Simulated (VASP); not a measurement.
# SiC (P1) in VASP: further runs, part 2 of 2

VASP 6.6.1.

## 4. Single point, PBEsol (mode 4 frozen in at -0.048 Å and mode 5 at -0.012 Å (largest displacements))

INCAR

```
SYSTEM = SiC
ALGO = Normal
EDIFF = 1E-6
ENCUT = 520
GGA = PS
ISIF = 2
ISMEAR = 0
LASPH = .True.
LCHARG = .True.
LELF = .True.
LREAL = .False.
LVHAR = .True.
LWAVE = .False.
NBANDS = 11
NELM = 100
PREC = Accurate
SIGMA = 0.05
```

KPOINTS

```
k-points
0
Gamma
  10 10 10
  0 0 0
```

POSCAR

```
SiC
1.0
    0.0000000000      2.1783895848      2.1783895848
    2.1783895848      0.0000000000      2.1783895848
    2.1783895848      2.1783895848      0.0000000000
Si C
1 1
Direct
   -0.0035337978      0.0058896629      0.0035337978
    0.7582629848      0.7362283587      0.7417370152
```

Potentials or basis: VASP PAW PBE potentials, release 64 (Si, C).

The run is started by

```bash
$ cat potpaw_PBE.64/Si/POTCAR potpaw_PBE.64/C/POTCAR > POTCAR
$ mpirun -np 1 vasp_std > vasp.out
```

OUTCAR:

```text
SYSTEM = SiC
   EDIFF = 1E-6
   ENCUT = 520
   GGA = PS
   ISIF = 2
   ISMEAR = 0
   LASPH = .True.
   LREAL = .False.
   NELM = 100
   PREC = Accurate

 ion  position               nearest neighbor table
   1  0.996  0.006  0.004-   2 1.84   2 1.86   2 1.92   2 1.94
   2  0.758  0.736  0.742-   1 1.84   1 1.86   1 1.92   1 1.94

  LATTYP: Found a face centered cubic cell.
 ALAT       =     4.3567791696

  Lattice vectors:

 A1 = (   0.0000000000,   2.1783895848,   2.1783895848)
 A2 = (   2.1783895848,   0.0000000000,   2.1783895848)
 A3 = (   2.1783895848,   2.1783895848,   0.0000000000)

Analysis of symmetry for initial positions (statically):
=====================================================================
 Subroutine PRICEL returns:
 Original cell was already a primitive cell.

 Routine SETGRP: Setting up the symmetry group for a
 face centered cubic supercell.

 Subroutine GETGRP returns: Found  1 space group operations
 (whereof  1 operations were pure point group operations)
 out of a pool of 48 trial point group operations.

The static configuration has the point symmetry C_1 .

Analysis of symmetry for dynamics (positions and initial velocities):
=====================================================================
 Subroutine PRICEL returns:
 Original cell was already a primitive cell.

 Routine SETGRP: Setting up the symmetry group for a
 face centered cubic supercell.

 Subroutine GETGRP returns: Found  1 space group operations
 (whereof  1 operations were pure point group operations)
 out of a pool of 48 trial point group operations.

The dynamic configuration has the point symmetry C_1 .

 Subroutine INISYM returns: Found  1 space group operations
 (whereof  1 operations are pure point group operations),
 and found     1 'primitive' translations

----------------------------------------------------------------------------------------

                                     Primitive cell

  volume of cell :      20.6746

  direct lattice vectors                    reciprocal lattice vectors
     0.000000000  2.178389585  2.178389585    -0.229527355  0.229527355  0.229527355
     2.178389585  0.000000000  2.178389585     0.229527355 -0.229527355  0.229527355
     2.178389585  2.178389585  0.000000000     0.229527355  0.229527355 -0.229527355

  length of vectors
     3.080708095  3.080708095  3.080708095     0.397553041  0.397553041  0.397553041

  position of ions in fractional coordinates (direct lattice)
     0.996466202  0.005889663  0.003533798
     0.758262985  0.736228359  0.741737015

  ion indices of the primitive-cell ions
   primitive index   ion index
                 1           1
                 2           2

----------------------------------------------------------------------------------------

 KPOINTS: k-points

Automatic generation of k-mesh.
 Grid dimensions read from file:
 generate k-points for:   10   10   10

 Generating k-lattice:

  Cartesian coordinates                     Fractional coordinates (reciprocal lattice)
    -0.022952736  0.022952736  0.022952736     0.100000000  0.000000000  0.000000000
     0.022952736 -0.022952736  0.022952736     0.000000000  0.100000000  0.000000000
     0.022952736  0.022952736 -0.022952736     0.000000000  0.000000000  0.100000000

  Length of vectors
     0.039755304  0.039755304  0.039755304

  Shift w.r.t. Gamma in fractional coordinates (k-lattice)
     0.000000000  0.000000000  0.000000000

 Subroutine IBZKPT returns following result:
 ===========================================

 Found    504 irreducible k-points:

 Following reciprocal coordinates:
            Coordinates               Weight
  0.000000  0.000000  0.000000      1.000000
  0.100000  0.000000  0.000000      2.000000
  0.000000  0.100000  0.000000      2.000000
  0.000000  0.000000  0.100000      2.000000
  0.100000  0.100000  0.100000      2.000000
  0.200000  0.000000  0.000000      2.000000
[... 16 lines left out ...]
  0.000000  0.100000  0.100000      2.000000
  0.100000  0.000000  0.100000      2.000000
 [... further k-points ...]
   k-points           NKPTS =    504   k-points in BZ     NKDIM =    504   number of bands    NBANDS=     11
   number of dos      NEDOS =    301   number of ions     NIONS =      2
   total plane-waves  NPLWV =  13824
   dimension x,y,z NGX =    24 NGY =   24 NGZ =   24
   dimension x,y,z NGXF=    48 NGYF=   48 NGZF=   48
   ions per type =               1   1
   NGX,Y,Z   is equivalent  to a cutoff of  12.95, 12.95, 12.95 a.u.
   NGXF,Y,Z  is equivalent  to a cutoff of  25.90, 25.90, 25.90 a.u.
 SYSTEM =  SiC
   PREC   = accura    normal or accurate (medium, high low for compatibility)
   ISTART =      0    job   : 0-new  1-cont  2-samecut
   ICHARG =      2    charge: 1-file 2-atom 10-const
   ISPIN  =      1    spin polarized calculation?
   LNONCOLLINEAR =      F non collinear calculations
   LSORBIT =      F    spin-orbit coupling
   LASPH  =      T    aspherical Exc in radial PAW
   ENCUT  =  520.0 eV  38.22 Ry    6.18 a.u.   5.73  5.73  5.73*2*pi/ulx,y,z
   NELM   =    100;   NELMIN=  2; NELMDL= -5     # of ELM steps
   EDIFF  = 0.1E-05   stopping-criterion for ELM
   LREAL  =      F    real-space projection
   EDIFFG = 0.1E-04   stopping-criterion for IOM
   NSW    =      0    number of steps for IOM
   IBRION =     -1    ionic relax: 0-MD 1-quasi-New 2-CG
   NFREE  =      0    steps in history (QN), initial steepest desc. (CG)
   ISIF   =      2    stress and relaxation
   ISYM   =      2    0-nonsym 1-usesym 2-fastsym
   POTIM  = 0.5000    time-step for ionic-motion
   TEBEG  =    0.0;   TEEND  =   0.0 temperature during run
   PSTRESS=    0.0 pullay stress
   NELECT =       8.0000    total number of electrons
   NUPDOWN=      -1.0000    fix difference up-down
   EMIN   =  10.00;   EMAX   =-10.00  energy-range for DOS
   EFERMI =   0.00;   METHOD = LEGACY
   ISMEAR =     0;   SIGMA  =   0.05  broadening in eV -4-tet -1-fermi 0-gaus
   EFERMI_NEDOS =   21; number of points for ismear=-14 and -15
   IALGO  =     38    algorithm
   IMIX   =      4    mixing-type and parameters
     AMIX     =   0.40;   BMIX     =  1.00
     AMIX_MAG =   1.60;   BMIX_MAG =  1.00
  volume/ion in A,a.u.               =      10.34        69.76
  Fermi-wavevector in a.u.,A,eV,Ry     =   1.192960  2.254368 19.363185  1.423154
  Thomas-Fermi vector in A             =   2.328986
   LORBIT       =      0    0 simple, 1 ext, 2 COOP (PROOUT), +10 PAW based schemes
   GGA     = PS    functional components
   LHFCALC =     F    Hartree Fock is set to
   AEXX    =    0.0000 exact exchange contribution
   IVDW    =     0    specifies the selected vdW correction
   LEPSILON=     F    determine dielectric tensor
   LRPA    =     F    only Hartree local field effects (RPA)
 non-spin polarized calculation
 Gauss-broadening in eV      SIGMA  =   0.05
  energy-cutoff  :      520.00
  volume of cell :       20.67
 maximum number of plane-waves:       568
   NGX = 11   NGY = 11   NGZ = 11

 number of electron       8.0000000 magnetization

 Free energy of the ion-electron system (eV)
  ---------------------------------------------------
  ext. energy  EPLUGINS =         0.00000000
  ---------------------------------------------------
  free energy    TOTEN  =       -15.86713736 eV

  energy without entropy =      -15.86713736  energy(sigma->0) =      -15.86713736

 E-fermi :   8.6396     XC(G=0): -11.5085

 val. band max:        8.3826531140   @ k =   0.0000   0.0000   0.0000
 cond. band min:       9.2846794969   @ k =   0.5000   0.0000   0.5000
 fundamental gap:      0.9020263829
 Fermi energy:         8.6396074251

 k-point     1 :       0.0000    0.0000    0.0000
  band No.  band energies     occupation
      1      -7.3683      2.00000
      2       7.7181      2.00000
      3       8.0738      2.00000
      4       8.3827      2.00000
      5      14.2392      0.00000
      6      15.1959      0.00000
      7      15.3066      0.00000
      8      15.4674      0.00000
      9      22.5144      0.00000
     10      22.5181      0.00000
     11      24.3179      0.00000
[... 309 lines left out ...]
 k-point    24 :       0.1000    0.0000    0.1000
  band No.  band energies     occupation
      1      -7.1067      2.00000
      2       7.0903      2.00000
      3       7.5940      2.00000
      4       7.7855      2.00000
      5      14.4624      0.00000
      6      15.0080      0.00000
      7      16.0105      0.00000
      8      16.0944      0.00000
      9      20.1003      0.00000
     10      22.8129      0.00000
     11      25.2938      0.00000

 [... further k-points ...]
[... 5 lines left out ...]
  --------------------------------------------------------------------------------------
  -------------------------------------------------------------------------------------
  Total        0.0490379      0.1630591      0.1557244     -0.1502511     -0.5933512      0.0455384
  in kB        3.8001945     12.6362745     12.0678691    -11.6437137    -45.9817770      3.5290008
  external PRESSURE =       9.5014460 kB  Pullay stress =       0.0000000 kB

 VOLUME and BASIS-vectors are now :
 -----------------------------------------------------------------------------
  energy-cutoff  :      520.00
  volume of cell :       20.67
      direct lattice vectors                 reciprocal lattice vectors
     0.000000000  2.178389585  2.178389585    -0.229527355  0.229527355  0.229527355
     2.178389585  0.000000000  2.178389585     0.229527355 -0.229527355  0.229527355
     2.178389585  2.178389585  0.000000000     0.229527355  0.229527355 -0.229527355

 POSITION                                       TOTAL-FORCE (eV/Angst)
 -----------------------------------------------------------------------------------
      0.02053      2.17839      2.18352        -1.309382      0.081578     -0.333300
      3.21958      3.26758      3.25558         1.309382     -0.081578      0.333300
 -----------------------------------------------------------------------------------
    total drift:                                0.000061     -0.000003     -0.000036

  FREE ENERGIE OF THE ION-ELECTRON SYSTEM (eV)
  ---------------------------------------------------
  free  energy   TOTEN  =       -15.8671373573 eV

  energy  without entropy=      -15.8671373573  energy(sigma->0) =      -15.86713736
```

Run time: 52 s. Hardware: 1 thread of AMD EPYC 9R45 (Zen 5), shared host; peak memory 0.19 GiB.

Results:

```
Free energy            : -15.8671 eV
Pressure               : 1.0 GPa
Largest force          : 1.354 eV/Å
Band gap on the k mesh : 0.90 eV, indirect (least direct gap 4.28 eV)
```

Forces in eV/Å, atoms in the order of the input:
```
Si  -1.309  0.082 -0.333
C    1.309 -0.082  0.333
```

Stress tensor (GPa, compression positive):
```
 0.38 -1.16  0.35
-1.16  1.26 -4.60
 0.35 -4.60  1.21
```

Levels at points of the mesh, in eV from the valence-band top:
| k point | band 2 | band 3 | band 4 | band 5 | band 6 | band 7 |
| --- | --- | --- | --- | --- | --- | --- |
| (0.00, 0.00, 0.00) | -0.66 | -0.31 | 0.00 | 5.86 | 6.81 | 6.92 |
| (0.50, 0.00, 0.00) | -8.82 | -1.67 | -1.17 | 5.04 | 6.50 | 7.06 |
| (0.00, 0.50, 0.00) | -9.09 | -1.47 | -1.11 | 5.04 | 6.68 | 7.14 |
| (0.00, 0.00, 0.50) | -9.02 | -1.55 | -1.09 | 5.03 | 6.58 | 7.17 |
| (0.50, 0.50, 0.50) | -8.75 | -1.66 | -1.26 | 5.06 | 6.52 | 6.97 |
| (0.50, 0.50, 0.00) | -8.16 | -3.56 | -3.47 | 0.90 | 3.86 | 13.64 |
| (0.00, 0.50, 0.50) | -8.14 | -3.71 | -3.37 | 0.91 | 3.89 | 13.63 |
| (0.50, 0.00, 0.50) | -8.17 | -3.52 | -3.51 | 0.90 | 3.86 | 13.64 |

Caveat: the cell differs from its parent crystal (mode 4 frozen in at -0.048 Å and mode 5 at -0.012 Å (largest displacements)); the PAW data sets were made with another functional, which shifts forces and pressure a little. A k mesh can miss the band edges.

## 5. Single point, PBEsol (mode 4 frozen in at -0.060 Å and mode 5 at -0.048 Å (largest displacements))

INCAR

```
SYSTEM = SiC
ALGO = Normal ; EDIFF = 1E-7
ENCUT = 520 ; GGA = PS
ISIF = 2 ; ISMEAR = 0
LASPH = .TRUE. ; LCHARG = .FALSE.
LREAL = .FALSE. ; LWAVE = .FALSE.
NBANDS = 11 ; NELM = 60
PREC = Accurate ; SIGMA = 0.05
```

KPOINTS

```
k-points
0
G
  10 10 10
  0 0 0
```

POSCAR

```
SiC
1.0
    0.0000000000      2.1783895848      2.1783895848
    2.1783895848      0.0000000000      2.1783895848
    2.1783895848      2.1783895848      0.0000000000
Si C
1 1
Direct
   -0.0011779326      0.0106013933      0.0011779326
    0.7527543283      0.7252110456      0.7472456717
```

Potentials or basis: VASP PAW PBE potentials, release 64 (Si, C).

The run is started by

```bash
$ cat potpaw_PBE.64/Si/POTCAR potpaw_PBE.64/C/POTCAR > POTCAR
$ mpirun -np 1 vasp_std > vasp.out
```

OUTCAR:

```text
SYSTEM = SiC
   EDIFF = 1E-7
   ENCUT = 520
   GGA = PS
   ISIF = 2
   ISMEAR = 0
   LASPH = .TRUE.
   LREAL = .FALSE.
   NELM = 60
   PREC = Accurate

 ion  position               nearest neighbor table
   1  0.999  0.011  0.001-   2 1.80   2 1.88   2 1.90   2 1.98
   2  0.753  0.725  0.747-   1 1.80   1 1.88   1 1.90   1 1.98

  LATTYP: Found a face centered cubic cell.
 ALAT       =     4.3567791696

  Lattice vectors:

 A1 = (   0.0000000000,   2.1783895848,   2.1783895848)
 A2 = (   2.1783895848,   0.0000000000,   2.1783895848)
 A3 = (   2.1783895848,   2.1783895848,   0.0000000000)
[... 512 lines left out ...]
      7      15.9890      0.00000
      8      16.1830      0.00000
      9      20.1009      0.00000
     10      22.8010      0.00000
     11      25.2172      0.00000

 [... further k-points ...]
[... 5 lines left out ...]
  --------------------------------------------------------------------------------------
  -------------------------------------------------------------------------------------
  Total        0.1493324      0.3323129      0.2132454     -0.6098617     -0.7566861      0.2268142
  in kB       11.5725176     25.7526054     16.5254605    -47.2612611    -58.6394207     17.5769746
  external PRESSURE =      17.9501945 kB  Pullay stress =       0.0000000 kB

 VOLUME and BASIS-vectors are now :
 -----------------------------------------------------------------------------
  energy-cutoff  :      520.00
  volume of cell :       20.67
      direct lattice vectors                 reciprocal lattice vectors
     0.000000000  2.178389585  2.178389585    -0.229527355  0.229527355  0.229527355
     2.178389585  0.000000000  2.178389585     0.229527355 -0.229527355  0.229527355
     2.178389585  2.178389585  0.000000000     0.229527355  0.229527355 -0.229527355

 POSITION                                       TOTAL-FORCE (eV/Angst)
 -----------------------------------------------------------------------------------
      0.02566      2.17839      2.19892        -1.651971      0.409165     -1.335889
      3.20758      3.26758      3.21958         1.651971     -0.409165      1.335889
 -----------------------------------------------------------------------------------
    total drift:                                0.000078     -0.000008      0.000033

  FREE ENERGIE OF THE ION-ELECTRON SYSTEM (eV)
  ---------------------------------------------------
  free  energy   TOTEN  =       -15.7989198502 eV

  energy  without entropy=      -15.7989198502  energy(sigma->0) =      -15.79891985
```

OSZICAR:

```text
N       E                     dE             d eps       ncg     rms          rms(c)
DAV:   1     0.277956715775E+01    0.27796E+01   -0.39853E+03 11571   0.614E+02
DAV:   2    -0.170384464474E+02   -0.19818E+02   -0.18909E+02 13788   0.110E+02
DAV:   3    -0.176352962690E+02   -0.59685E+00   -0.59565E+00 13677   0.159E+01
DAV:   4    -0.176375480721E+02   -0.22518E-02   -0.22516E-02 12661   0.123E+00
DAV:   5    -0.176375579141E+02   -0.98420E-05   -0.98420E-05 13670   0.759E-02    0.885E+00
DAV:   6    -0.158797558812E+02    0.17578E+01   -0.62039E+00 12516   0.110E+01    0.395E+00
DAV:   7    -0.158137728446E+02    0.65983E-01   -0.37906E-01 13334   0.349E+00    0.178E+00
DAV:   8    -0.157991008902E+02    0.14672E-01   -0.21748E-02 12807   0.940E-01    0.166E-01
DAV:   9    -0.157988760190E+02    0.22487E-03   -0.17786E-03 13621   0.226E-01    0.109E-01
DAV:  10    -0.157989188068E+02   -0.42788E-04   -0.12794E-04 12465   0.722E-02    0.275E-02
DAV:  11    -0.157989197207E+02   -0.91388E-06   -0.98064E-06 13392   0.183E-02    0.671E-03
DAV:  12    -0.157989198281E+02   -0.10740E-06   -0.68367E-07 12744   0.516E-03    0.121E-03
DAV:  13    -0.157989198502E+02   -0.22108E-07   -0.86422E-08  7635   0.176E-03
   1 F= -.15798920E+02 E0= -.15798920E+02  d E =-.170205E-10
```

stdout:

```text
POSCAR found type information on POSCAR SiC
 POSCAR found :  2 types and       2 ions
 scaLAPACK will be used
 -----------------------------------------------------------------------------
|                                                                             |
|                                                                             |
|     You enforced a specific xc type in the INCAR file but a different       |
|     I HOPE YOU KNOW WHAT YOU ARE DOING!                                     |
|                                                                             |
 -----------------------------------------------------------------------------

 LDA part: xc-table for (Slater+PW92), standard interpolation
 POSCAR, INCAR and KPOINTS ok, starting setup
 FFT: planning ... GRIDC
 FFT: planning ... GRID_SOFT
 FFT: planning ... GRID
 WAVECAR not read
 entering main loop
```

It took 56 s on 1 thread of AMD EPYC 9R45 (Zen 5), shared host; peak memory 0.19 GiB.

Results:

```
Free energy            : -15.7989 eV
Pressure               : 1.8 GPa
Largest force          : 2.164 eV/Å
Band gap on the k mesh : 0.72 eV, indirect (least direct gap 4.21 eV)
```

Forces on the atoms (eV/Å):
```
Si  -1.652  0.409 -1.336
C    1.652 -0.409  1.336
```

Stress tensor (GPa, compression positive):
```
 1.16 -4.73  1.76
-4.73  2.58 -5.86
 1.76 -5.86  1.65
```

Caveat: the cell differs from its parent crystal (mode 4 frozen in at -0.060 Å and mode 5 at -0.048 Å (largest displacements)); the PAW data sets were made with another functional, which shifts forces and pressure a little.
